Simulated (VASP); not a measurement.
# Pb (Fm-3m) in VASP: a series of runs, part 2 of 3

VASP 6.6.1. The steps go on from the part before.

## (3) Single point, r2SCAN (30.43 Å³/atom)

This run uses another cell than the first one, of 30.43 Å³/atom.

Contents of POSCAR:

```
Pb
1.0
    0.0000000000      2.4778264198      2.4778264198
    2.4778264198      0.0000000000      2.4778264198
    2.4778264198      2.4778264198      0.0000000000
Pb
1
Direct
    0.0000000000      0.0000000000      0.0000000000
```

Contents of INCAR.step1:

```
  PREC = Accurate
  ENCUT = 520
  ISMEAR = 0
  SIGMA = 0.05
  LREAL = False
  LASPH = True
  NELM = 100
  NBANDS = 13
  GGA = PE
  ALGO = Normal
  EDIFF = 1E-4
  LWAVE = True
  LCHARG = False
```

Contents of INCAR.step2:

```
  PREC = Accurate
  ENCUT = 520
  EDIFF = 1E-6
  ISMEAR = 0
  SIGMA = 0.05
  LREAL = False
  LASPH = True
  NELM = 100
  ALGO = Normal
  ISIF = 2
  LWAVE = False
  LCHARG = True
  METAGGA = R2SCAN
  LMIXTAU = True
  LELF = True
  LVHAR = True
  NBANDS = 13
  ISTART = 1
```

Contents of KPOINTS:

```
Automatic mesh
0
Gamma
  16 16 16
```

Potentials or basis: VASP PAW PBE potentials, release 64 (Pb_d).

On the command line:

```
$ cat potpaw_PBE.64/Pb_d/POTCAR > POTCAR
$ cp INCAR.step1 INCAR
$ mpirun -np 1 vasp_std > vasp.out
$ cp INCAR.step2 INCAR
$ mpirun -np 1 vasp_std > vasp.out
```

OUTCAR:

```text
PREC = Accurate
   ENCUT = 520
   EDIFF = 1E-6
   ISMEAR = 0
   LREAL = False
   LASPH = True
   NELM = 100
   ISIF = 2
   METAGGA = R2SCAN
   ISTART = 1

 ion  position               nearest neighbor table
   1  0.000  0.000  0.000-

  LATTYP: Found a face centered cubic cell.
 ALAT       =     4.9556528396

  Lattice vectors:

 A1 = (   0.0000000000,   2.4778264198,   2.4778264198)
 A2 = (   2.4778264198,   0.0000000000,   2.4778264198)
 A3 = (   2.4778264198,   2.4778264198,   0.0000000000)

Analysis of symmetry for initial positions (statically):
=====================================================================
 Subroutine PRICEL returns:
 Original cell was already a primitive cell.

 Routine SETGRP: Setting up the symmetry group for a
 face centered cubic supercell.

 Subroutine GETGRP returns: Found 48 space group operations
 (whereof 48 operations were pure point group operations)
 out of a pool of 48 trial point group operations.

The static configuration has the point symmetry O_h .

Analysis of symmetry for dynamics (positions and initial velocities):
=====================================================================
 Subroutine PRICEL returns:
 Original cell was already a primitive cell.

 Routine SETGRP: Setting up the symmetry group for a
 face centered cubic supercell.

 Subroutine GETGRP returns: Found 48 space group operations
 (whereof 48 operations were pure point group operations)
 out of a pool of 48 trial point group operations.

The dynamic configuration has the point symmetry O_h .

 Subroutine INISYM returns: Found 48 space group operations
 (whereof 48 operations are pure point group operations),
 and found     1 'primitive' translations

----------------------------------------------------------------------------------------

                                     Primitive cell

  volume of cell :      30.4258

[... 108 lines left out ...]
  Fermi-wavevector in a.u.,A,eV,Ry     =   1.263873  2.388373 21.733592  1.597374
  Thomas-Fermi vector in A             =   2.397207
   LORBIT       =      0    0 simple, 1 ext, 2 COOP (PROOUT), +10 PAW based schemes
   METAGGA = R2SCAN    functional components
   LHFCALC =     F    Hartree Fock is set to
   AEXX    =    0.0000 exact exchange contribution
   IVDW    =     0    specifies the selected vdW correction
   LEPSILON=     F    determine dielectric tensor
   LRPA    =     F    only Hartree local field effects (RPA)
 non-spin polarized calculation
 Gauss-broadening in eV      SIGMA  =   0.05
  energy-cutoff  :      520.00
  volume of cell :       30.43
 maximum number of plane-waves:       869
 NGX is ok and might be reduce to    28
   NGX = 13   NGY = 13   NGZ = 13

 number of electron      13.9999999 magnetization

 Free energy of the ion-electron system (eV)
  ---------------------------------------------------
  ext. energy  EPLUGINS =         0.00000000
  ---------------------------------------------------
  free energy    TOTEN  =       -56.27943919 eV

  energy without entropy =      -56.27885528  energy(sigma->0) =      -56.27914723

 E-fermi :   7.2585     XC(G=0): -10.9079

 val. band max:        7.2232948223   @ k =  -0.4375   0.3750   0.1875
 cond. band min:       7.2904493113   @ k =  -0.3125   0.3125   0.1250
 fundamental gap:      0.0671544890
 Fermi energy:         7.2584783566

 k-point     1 :       0.0000    0.0000    0.0000
  band No.  band energies     occupation
      1     -10.5386      2.00000
      2     -10.5386      2.00000
      3     -10.5386      2.00000
      4     -10.3921      2.00000
      5     -10.3921      2.00000
      6      -5.0890      2.00000
      7      14.8925      0.00000
      8      14.8925      0.00000
      9      14.8925      0.00000
     10      17.6042      0.00000
     11      19.4407      0.00000
     12      20.2637      0.00000
     13      20.2637      0.00000
[... 354 lines left out ...]
  band No.  band energies     occupation
      1     -10.5415      2.00000
      2     -10.5252      2.00000
      3     -10.5186      2.00000
      4     -10.3991      2.00000
      5     -10.3864      2.00000
      6      -4.8789      2.00000
      7      13.0716      0.00000
      8      13.9038      0.00000
      9      14.9675      0.00000
     10      17.3381      0.00000
     11      19.9313      0.00000
     12      20.3575      0.00000
     13      21.2797      0.00000

 [... further k-points ...]
[... 5 lines left out ...]
  --------------------------------------------------------------------------------------
  -------------------------------------------------------------------------------------
  Total        0.1856037      0.1856037      0.1856037     -0.0000000      0.0000000     -0.0000000
  in kB        9.7736014      9.7736014      9.7736014     -0.0000000      0.0000000     -0.0000000
  external PRESSURE =       9.7736014 kB  Pullay stress =       0.0000000 kB

 VOLUME and BASIS-vectors are now :
 -----------------------------------------------------------------------------
  energy-cutoff  :      520.00
  volume of cell :       30.43
      direct lattice vectors                 reciprocal lattice vectors
     0.000000000  2.477826420  2.477826420    -0.201789761  0.201789761  0.201789761
     2.477826420  0.000000000  2.477826420     0.201789761 -0.201789761  0.201789761
     2.477826420  2.477826420  0.000000000     0.201789761  0.201789761 -0.201789761

 POSITION                                       TOTAL-FORCE (eV/Angst)
 -----------------------------------------------------------------------------------
      0.00000      0.00000      0.00000         0.000000      0.000000      0.000000
 -----------------------------------------------------------------------------------
    total drift:                               -0.000000     -0.000000     -0.000000

  FREE ENERGIE OF THE ION-ELECTRON SYSTEM (eV)
  ---------------------------------------------------
  free  energy   TOTEN  =       -56.2794391940 eV

  energy  without entropy=      -56.2788552756  energy(sigma->0) =      -56.27914723
```

Wall time 5.3 min (1 thread of Intel Xeon 8259CL, shared host); peak memory 0.2 GiB.

What came out:

```yaml
Free_energy: -56.2794 eV
Pressure: 1.0 GPa
Band_gap_on_the_k_mesh: zero (bands 7 and 8 overlap by 9.45 eV)
```

Levels at points of the mesh, in eV from the Fermi level:
| k point | band 3 | band 4 | band 5 | band 6 | band 7 | band 8 | band 9 | band 10 | band 11 | band 12 |
| --- | --- | --- | --- | --- | --- | --- | --- | --- | --- | --- |
| (0.00, 0.00, 0.00) | -17.80 | -17.65 | -17.65 | -12.35 | 7.63 | 7.63 | 7.63 | 10.35 | 12.18 | 13.01 |
| (0.50, 0.00, 0.00) | -17.79 | -17.51 | -17.51 | -8.55 | -4.44 | 5.71 | 5.71 | 9.89 | 9.95 | 11.71 |
| (0.50, 0.50, 0.00) | -17.52 | -17.47 | -17.47 | -7.05 | -3.52 | 2.05 | 2.05 | 5.83 | 6.94 | 19.21 |

Caveat: the PAW data sets were made with another functional, which shifts forces and pressure a little; spin-orbit coupling is left out, which moves the levels of the heavy elements.

## (4) Single point, r2SCAN

This run uses another cell than the first one, of 31.05 Å³/atom.

Contents of POSCAR:

```
Pb
1.0
    0.0000000000      2.4945689981      2.4945689981
    2.4945689981      0.0000000000      2.4945689981
    2.4945689981      2.4945689981      0.0000000000
Pb
1
Direct
    0.0000000000      0.0000000000      0.0000000000
```

Contents of INCAR.step1:

```
PREC     = Accurate       # precision mode
ENCUT    = 520            # plane-wave cutoff, eV
ISMEAR   = 0              # smearing method
SIGMA    = 0.05           # smearing width, eV
LREAL    = F              # projectors in reciprocal space
LASPH    = T              # aspherical terms in the spheres
NELM     = 60             # most SCF steps
NBANDS   = 13             # bands
GGA      = PE             # functional
ALGO     = Normal         # electronic algorithm
EDIFF    = 1E-4           # SCF threshold, eV
LWAVE    = T              # write WAVECAR
LCHARG   = F              # write CHGCAR
```

Contents of INCAR.step2:

```
PREC     = Accurate       # precision mode
ENCUT    = 520            # plane-wave cutoff, eV
EDIFF    = 1E-6           # SCF threshold, eV
ISMEAR   = 0              # smearing method
SIGMA    = 0.05           # smearing width, eV
LREAL    = F              # projectors in reciprocal space
LASPH    = T              # aspherical terms in the spheres
NELM     = 60             # most SCF steps
ALGO     = Normal         # electronic algorithm
ISIF     = 2              # what is computed and relaxed
LWAVE    = F              # write WAVECAR
LCHARG   = F              # write CHGCAR
METAGGA  = R2SCAN         # meta-GGA
LMIXTAU  = T            
NBANDS   = 13             # bands
ISTART   = 1
```

Contents of KPOINTS:

```
regular mesh
0
Gamma
  16 16 16
```

On the command line:

```
$ cat potpaw_PBE.64/Pb_d/POTCAR > POTCAR
$ cp INCAR.step1 INCAR
$ mpirun -np 1 vasp_std > vasp.out
$ cp INCAR.step2 INCAR
$ mpirun -np 1 vasp_std > vasp.out
```

Run time: 5.6 min. Hardware: 1 thread of Intel Xeon 8259CL, shared host; peak memory 0.2 GiB.

It converged, with:

```
Free energy            : -56.2816 eV
Pressure               : 0.0 GPa
Band gap on the k mesh : zero (bands 7 and 8 overlap by 9.24 eV)
```

Levels at points of the mesh, in eV from the Fermi level:
| k point | band 3 | band 4 | band 5 | band 6 | band 7 | band 8 | band 9 | band 10 | band 11 | band 12 |
| --- | --- | --- | --- | --- | --- | --- | --- | --- | --- | --- |
| (0.00, 0.00, 0.00) | -17.79 | -17.65 | -17.65 | -12.21 | 7.46 | 7.46 | 7.46 | 10.33 | 11.91 | 12.85 |
| (0.50, 0.00, 0.00) | -17.78 | -17.51 | -17.51 | -8.53 | -4.34 | 5.59 | 5.59 | 9.77 | 9.87 | 11.58 |
| (0.50, 0.50, 0.00) | -17.52 | -17.48 | -17.48 | -7.09 | -3.44 | 2.02 | 2.02 | 5.77 | 6.87 | 19.09 |

Caveat: the PAW data sets were made with another functional, which shifts forces and pressure a little; spin-orbit coupling is left out, which moves the levels of the heavy elements.

(Part 2 of 3 ends here.)

The gap in the log of VASP goes by the Fermi energy; the results here count the filled bands.